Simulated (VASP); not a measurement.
GaN:

```xyz
2
Lattice="2.9806 0.0000 0.0000 -1.4903 2.5813 0.0000 0.0000 0.0000 2.6834" Properties=species:S:1:pos:R:3 pbc="T T T"
Ga    1.4903    0.8604    1.3417
N     0.0000    0.0000    0.0000
```

Program: VASP 6.6.1. Alike in all runs: task single point; potentials or basis VASP PAW PBE potentials, release 64 (Ga_d, N); no spin polarisation; cell as given; k mesh 5 × 5 × 5; cutoff (eV) 520; smearing fermi-dirac 0.05 eV.

Order these runs on this cell by their band gap on the k mesh, lowest first.
A. level HSE06; share of exact exchange 0.25; screening parameter 0.2079 1/Å
B. level HF; share of exact exchange 1
C. level r2SCAN50; share of exact exchange 0.5

A (0.33 eV), C (3.14 eV), B (7.50 eV).

Caveats: all runs use coarse meshes.

A k mesh can miss the band edges.
